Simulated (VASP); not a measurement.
# MoS2 (scan) (P6_3/mmc) in VASP: a series of runs

Runs on MoS2 (scan). Level: r2SCAN. Tasks: single point.

Everything below comes from runs of VASP 6.6.1. Logs are shortened: lines on timing, memory, paths and dates and some standing lists are left out, and cuts for length are marked.

**What was measured.**

“Multiwavelength excitation Raman Scattering Analysis of bulk and 2 dimensional MoS2: Vibrational properties of atomically thin MoS2 layers”, 2015, arxiv:1506.03228 reports, for a bulk crystal of MoS2 at 300 K: band gap 1.3 eV (indirect).

How close the calculation comes is told below.

## Step 1: The cell of the first run

The structure is hexagonal, space group P6_3/mmc (No. 194). Conventional cell: a = 3.169 Å, b = 3.169 Å, c = 12.324 Å, α = 90.00°, β = 90.00°, γ = 120.00°. Mo (site symmetry -6m2) has 6 S at 2.41 Å and 6 Mo at 3.17 Å within 3.2 Å. S (site symmetry 3m) has 3 Mo at 2.41 Å and 7 S at 3.13 to 3.17 Å within 3.2 Å.

## Step 2: Single point, r2SCAN

POSCAR reads:

```
MoS2
1.0
    3.1690000000      0.0000000000      0.0000000000
   -1.5845000000      2.7444345046      0.0000000000
    0.0000000000      0.0000000000     12.3240000000
Mo S
2 4
Direct
    0.3333333333      0.6666666667      0.2500000000
    0.6666666667      0.3333333333      0.7500000000
    0.3333333333      0.6666666667      0.6230000000
    0.6666666667      0.3333333333      0.1230000000
    0.3333333333      0.6666666667      0.8770000000
    0.6666666667      0.3333333333      0.3770000000
```

INCAR.step1 reads:

```
SYSTEM = MoS2
PREC = Accurate
ENCUT = 520
ISMEAR = 0
SIGMA = 0.1
LREAL = .FALSE.
LASPH = .TRUE.
NELM = 60
NBANDS = 35
GGA = PE
ALGO = Normal
EDIFF = 1E-4
LWAVE = .TRUE.
LCHARG = .FALSE.
```

INCAR.step2 reads:

```
SYSTEM = MoS2
PREC = Accurate
ENCUT = 520
EDIFF = 1E-6
ISMEAR = 0
SIGMA = 0.1
LREAL = .FALSE.
LASPH = .TRUE.
NELM = 60
ALGO = Normal
ISIF = 2
LWAVE = .FALSE.
LCHARG = .FALSE.
METAGGA = R2SCAN
LMIXTAU = .TRUE.
NBANDS = 35
ISTART = 1
```

KPOINTS reads:

```
Automatic mesh
0
G
  6 6 2
  0 0 0
```

Potentials or basis: VASP PAW PBE potentials, release 64 (Mo_sv, S).

Command:

```sh
$ cat potpaw_PBE.64/Mo_sv/POTCAR potpaw_PBE.64/S/POTCAR > POTCAR
$ cp INCAR.step1 INCAR
$ mpirun -np 1 vasp_std > vasp.out
$ cp INCAR.step2 INCAR
$ mpirun -np 1 vasp_std > vasp.out
```

OUTCAR:

```text
SYSTEM = MoS2
   PREC = Accurate
   ENCUT = 520
   EDIFF = 1E-6
   ISMEAR = 0
   LREAL = .FALSE.
   LASPH = .TRUE.
   NELM = 60
   ISIF = 2
   METAGGA = R2SCAN
   ISTART = 1

 ion  position               nearest neighbor table
   1  0.333  0.667  0.250-   4 2.41   6 2.41   4 2.41   6 2.41   4 2.41   6 2.41
   2  0.667  0.333  0.750-   3 2.41   5 2.41   3 2.41   5 2.41   3 2.41   5 2.41
   3  0.333  0.667  0.623-   2 2.41   2 2.41   2 2.41
   4  0.667  0.333  0.123-   1 2.41   1 2.41   1 2.41
   5  0.333  0.667  0.877-   2 2.41   2 2.41   2 2.41
   6  0.667  0.333  0.377-   1 2.41   1 2.41   1 2.41

  LATTYP: Found a hexagonal cell.
 ALAT       =     3.1690000000
 C/A-ratio  =     3.8889239508

  Lattice vectors:

 A1 = (   3.1690000000,   0.0000000000,   0.0000000000)
 A2 = (  -1.5845000000,   2.7444345046,   0.0000000000)
 A3 = (   0.0000000000,   0.0000000000,  12.3240000000)

Analysis of symmetry for initial positions (statically):
=====================================================================
 Subroutine PRICEL returns:
 Original cell was already a primitive cell.

 Routine SETGRP: Setting up the symmetry group for a
 hexagonal supercell.

 Subroutine GETGRP returns: Found 24 space group operations
 (whereof 12 operations were pure point group operations)
 out of a pool of 24 trial point group operations.

The static configuration has the point symmetry D_3d.
 The point group associated with its full space group is D_6h.

Analysis of symmetry for dynamics (positions and initial velocities):
=====================================================================
 Subroutine PRICEL returns:
 Original cell was already a primitive cell.

 Routine SETGRP: Setting up the symmetry group for a
 hexagonal supercell.

 Subroutine GETGRP returns: Found 24 space group operations
 (whereof 12 operations were pure point group operations)
 out of a pool of 24 trial point group operations.

The dynamic configuration has the point symmetry D_3d.
 The point group associated with its full space group is D_6h.

 Subroutine INISYM returns: Found 24 space group operations
 (whereof 12 operations are pure point group operations),
 and found     1 'primitive' translations

----------------------------------------------------------------------------------------

                                     Primitive cell

  volume of cell :     107.1832

  direct lattice vectors                    reciprocal lattice vectors
     3.169000000  0.000000000  0.000000000     0.315556958  0.182186895  0.000000000
    -1.584500000  2.744434505  0.000000000     0.000000000  0.364373789  0.000000000
     0.000000000  0.000000000 12.324000000     0.000000000  0.000000000  0.081142486

  length of vectors
     3.169000000  3.169000000 12.324000000     0.364373789  0.364373789  0.081142486

  position of ions in fractional coordinates (direct lattice)
     0.333333333  0.666666667  0.250000000
     0.666666667  0.333333333  0.750000000
     0.333333333  0.666666667  0.623000000
     0.666666667  0.333333333  0.123000000
     0.333333333  0.666666667  0.877000000
     0.666666667  0.333333333  0.377000000

  ion indices of the primitive-cell ions
   primitive index   ion index
                 1           1
                 2           2
                 3           3
                 4           4
                 5           5
                 6           6

----------------------------------------------------------------------------------------

 KPOINTS: Automatic mesh

Automatic generation of k-mesh.
 Grid dimensions read from file:
 generate k-points for:    6    6    2

 Generating k-lattice:

  Cartesian coordinates                     Fractional coordinates (reciprocal lattice)
     0.052592826  0.030364482  0.000000000     0.166666667  0.000000000  0.000000000
     0.000000000  0.060728965  0.000000000     0.000000000  0.166666667  0.000000000
     0.000000000  0.000000000  0.040571243     0.000000000  0.000000000  0.500000000

  Length of vectors
     0.060728965  0.060728965  0.040571243

  Shift w.r.t. Gamma in fractional coordinates (k-lattice)
     0.000000000  0.000000000  0.000000000

 Subroutine IBZKPT returns following result:
 ===========================================

 Found     14 irreducible k-points:

 Following reciprocal coordinates:
            Coordinates               Weight
  0.000000  0.000000  0.000000      1.000000
  0.166667 -0.000000  0.000000      6.000000
  0.333333 -0.000000  0.000000      6.000000
  0.500000 -0.000000  0.000000      3.000000
  0.166667  0.166667  0.000000      6.000000
  0.333333  0.166667  0.000000     12.000000
  0.333333  0.333333  0.000000      2.000000
  0.000000  0.000000  0.500000      1.000000
  0.166667 -0.000000  0.500000      6.000000
  0.333333 -0.000000  0.500000      6.000000
  0.500000 -0.000000  0.500000      3.000000
  0.166667  0.166667  0.500000      6.000000
  0.333333  0.166667  0.500000     12.000000
  0.333333  0.333333  0.500000      2.000000
   k-points           NKPTS =     14   k-points in BZ     NKDIM =     14   number of bands    NBANDS=     35
   number of dos      NEDOS =    301   number of ions     NIONS =      6
   total plane-waves  NPLWV =  55296
   dimension x,y,z NGX =    24 NGY =   24 NGZ =   96
   dimension x,y,z NGXF=    48 NGYF=   48 NGZF=  192
   ions per type =               2   4
   NGX,Y,Z   is equivalent  to a cutoff of  12.59, 12.59, 12.95 a.u.
   NGXF,Y,Z  is equivalent  to a cutoff of  25.18, 25.18, 25.90 a.u.
 SYSTEM =  MoS2
   PREC   = accura    normal or accurate (medium, high low for compatibility)
   ISTART =      1    job   : 0-new  1-cont  2-samecut
   ICHARG =      0    charge: 1-file 2-atom 10-const
   ISPIN  =      1    spin polarized calculation?
   LNONCOLLINEAR =      F non collinear calculations
   LSORBIT =      F    spin-orbit coupling
   LASPH  =      T    aspherical Exc in radial PAW
   ENCUT  =  520.0 eV  38.22 Ry    6.18 a.u.   5.89  5.89 22.91*2*pi/ulx,y,z
   NELM   =     60;   NELMIN=  2; NELMDL=  0     # of ELM steps
   EDIFF  = 0.1E-05   stopping-criterion for ELM
   LREAL  =      F    real-space projection
   EDIFFG = 0.1E-04   stopping-criterion for IOM
   NSW    =      0    number of steps for IOM
   IBRION =     -1    ionic relax: 0-MD 1-quasi-New 2-CG
   NFREE  =      0    steps in history (QN), initial steepest desc. (CG)
   ISIF   =      2    stress and relaxation
   ISYM   =      2    0-nonsym 1-usesym 2-fastsym
   POTIM  = 0.5000    time-step for ionic-motion
   TEBEG  =    0.0;   TEEND  =   0.0 temperature during run
   PSTRESS=    0.0 pullay stress
   NELECT =      52.0000    total number of electrons
   NUPDOWN=      -1.0000    fix difference up-down
   EMIN   =  10.00;   EMAX   =-10.00  energy-range for DOS
   EFERMI =   0.00;   METHOD = LEGACY
   ISMEAR =     0;   SIGMA  =   0.10  broadening in eV -4-tet -1-fermi 0-gaus
   EFERMI_NEDOS =   21; number of points for ismear=-14 and -15
   IALGO  =     38    algorithm
   IMIX   =      4    mixing-type and parameters
     AMIX     =   0.40;   BMIX     =  1.00
     AMIX_MAG =   1.60;   BMIX_MAG =  1.00
  volume/ion in A,a.u.               =      17.86       120.55
  Fermi-wavevector in a.u.,A,eV,Ry     =   1.286373  2.430893 22.514325  1.654756
  Thomas-Fermi vector in A             =   2.418452
   LORBIT       =      0    0 simple, 1 ext, 2 COOP (PROOUT), +10 PAW based schemes
   METAGGA = R2SCAN    functional components
   LHFCALC =     F    Hartree Fock is set to
   AEXX    =    0.0000 exact exchange contribution
   IVDW    =     0    specifies the selected vdW correction
   LEPSILON=     F    determine dielectric tensor
   LRPA    =     F    only Hartree local field effects (RPA)
 non-spin polarized calculation
 Gauss-broadening in eV      SIGMA  =   0.10
  energy-cutoff  :      520.00
  volume of cell :      107.18
 maximum number of plane-waves:      2908
 NGX is ok and might be reduce to    24
   NGX = 11   NGY = 11   NGZ = 45

 number of electron      51.9999997 magnetization

 Free energy of the ion-electron system (eV)
  ---------------------------------------------------
  ext. energy  EPLUGINS =         0.00000000
  ---------------------------------------------------
  free energy    TOTEN  =       -90.04154614 eV

  energy without entropy =      -90.04154614  energy(sigma->0) =      -90.04154614

 E-fermi :   7.8358     XC(G=0): -11.5023

 val. band max:        7.3827342713   @ k =   0.0000   0.0000   0.0000
 cond. band min:       8.3846590905   @ k =   0.1667   0.1667   0.0000
 fundamental gap:      1.0019248191
 Fermi energy:         7.8357674519

 k-point     1 :       0.0000    0.0000    0.0000
  band No.  band energies     occupation
      1     -56.1045      2.00000
      2     -56.1045      2.00000
      3     -29.5266      2.00000
      4     -29.5265      2.00000
      5     -29.2957      2.00000
      6     -29.2956      2.00000
[... 27 lines left out ...]
     34       9.9542      0.00000
     35      13.4945      0.00000

 k-point     2 :       0.1667   -0.0000    0.0000
  band No.  band energies     occupation
      1     -56.0935      2.00000
      2     -56.0935      2.00000
      3     -29.5052      2.00000
      4     -29.5051      2.00000
      5     -29.4018      2.00000
      6     -29.4018      2.00000
[... 27 lines left out ...]
     34      10.3288      0.00000
     35      15.0183      0.00000

 k-point     3 :       0.3333   -0.0000    0.0000
  band No.  band energies     occupation
      1     -56.0716      2.00000
      2     -56.0716      2.00000
      3     -29.6092      2.00000
      4     -29.6092      2.00000
      5     -29.4620      2.00000
      6     -29.4620      2.00000
[... 27 lines left out ...]
     34      11.1827      0.00000
     35      14.4816      0.00000

 k-point     4 :       0.5000   -0.0000    0.0000
  band No.  band energies     occupation
      1     -56.0606      2.00000
      2     -56.0606      2.00000
      3     -29.7105      2.00000
      4     -29.7105      2.00000
      5     -29.4403      2.00000
      6     -29.4403      2.00000
[... 27 lines left out ...]
     34      11.4545      0.00000
     35      13.0858      0.00000

 k-point     5 :       0.1667    0.1667    0.0000
  band No.  band energies     occupation
      1     -56.0771      2.00000
      2     -56.0771      2.00000
      3     -29.5383      2.00000
      4     -29.5383      2.00000
      5     -29.4729      2.00000
      6     -29.4728      2.00000
[... 258 lines left out ...]
 k-point    12 :       0.1667    0.1667    0.5000
  band No.  band energies     occupation
      1     -56.0771      2.00000
      2     -56.0771      2.00000
      3     -29.5383      2.00000
      4     -29.5383      2.00000
      5     -29.4728      2.00000
      6     -29.4728      2.00000
[... 27 lines left out ...]
     34      11.1796      0.00000
     35      15.7723      0.00000

 k-point    13 :       0.3333    0.1667    0.5000
  band No.  band energies     occupation
      1     -56.0606      2.00000
      2     -56.0606      2.00000
      3     -29.6587      2.00000
      4     -29.6587      2.00000
      5     -29.4454      2.00000
      6     -29.4454      2.00000
[... 27 lines left out ...]
     34      11.4562      0.00000
     35      14.3326      0.00000

 k-point    14 :       0.3333    0.3333    0.5000
  band No.  band energies     occupation
      1     -56.0551      2.00000
      2     -56.0551      2.00000
      3     -29.6081      2.00000
      4     -29.6081      2.00000
      5     -29.5607      2.00000
      6     -29.5607      2.00000
[... 27 lines left out ...]
     34      11.8454      0.00000
     35      14.3810      0.00000

------------------------ aborting loop because EDIFF is reached ----------------------------------------

  FORCE on cell =-STRESS in cart. coord.  units (eV):
  Direction    XX          YY          ZZ          XY          YZ          ZX
  --------------------------------------------------------------------------------------
  -------------------------------------------------------------------------------------
  Total        0.8224033      0.8224033     -0.0181844      0.0000000      0.0000000      0.0000000
  in kB       12.2933043     12.2933043     -0.2718208      0.0000000      0.0000000      0.0000000
  external PRESSURE =       8.1049293 kB  Pullay stress =       0.0000000 kB

 VOLUME and BASIS-vectors are now :
 -----------------------------------------------------------------------------
  energy-cutoff  :      520.00
  volume of cell :      107.18
      direct lattice vectors                 reciprocal lattice vectors
     3.169000000  0.000000000  0.000000000     0.315556958  0.182186895  0.000000000
    -1.584500000  2.744434505  0.000000000     0.000000000  0.364373789  0.000000000
     0.000000000  0.000000000 12.324000000     0.000000000  0.000000000  0.081142486

 POSITION                                       TOTAL-FORCE (eV/Angst)
 -----------------------------------------------------------------------------------
     -0.00000      1.82962      3.08100        -0.000000     -0.000000     -0.000000
      1.58450      0.91481      9.24300         0.000000     -0.000000     -0.000000
     -0.00000      1.82962      7.67785         0.000000      0.000000      0.235109
      1.58450      0.91481      1.51585        -0.000000      0.000000      0.235109
     -0.00000      1.82962     10.80815         0.000000      0.000000     -0.235109
      1.58450      0.91481      4.64615        -0.000000      0.000000     -0.235109
 -----------------------------------------------------------------------------------
    total drift:                               -0.000000      0.000000     -0.000000

  FREE ENERGIE OF THE ION-ELECTRON SYSTEM (eV)
  ---------------------------------------------------
  free  energy   TOTEN  =       -90.0415461422 eV

  energy  without entropy=      -90.0415461422  energy(sigma->0) =      -90.04154614
```

Wall time 2 min (1 thread of Intel Xeon Platinum 8375C at 2.90GHz (Ice Lake), shared host); peak memory 0.25 GiB.

What came out:

| Quantity | Value |
| --- | --- |
| Free energy | -90.0415 eV |
| Pressure | 0.8 GPa |
| Largest force | 0.235 eV/Å |
| Band gap on the k mesh | 1.00 eV, indirect (least direct gap 1.77 eV) |

Forces in eV/Å, atoms in the order of the input:
```
Mo   0.000  0.000  0.000
Mo   0.000  0.000  0.000
S    0.000  0.000  0.235
S    0.000  0.000  0.235
S    0.000  0.000 -0.235
S    0.000  0.000 -0.235
```

Stress tensor (GPa, compression positive):
```
 1.23  0.00  0.00
 0.00  1.23  0.00
 0.00  0.00 -0.03
```

Caveat: the PAW data sets were made with another functional, which shifts forces and pressure a little.

(Part 1 of 2 ends here.)
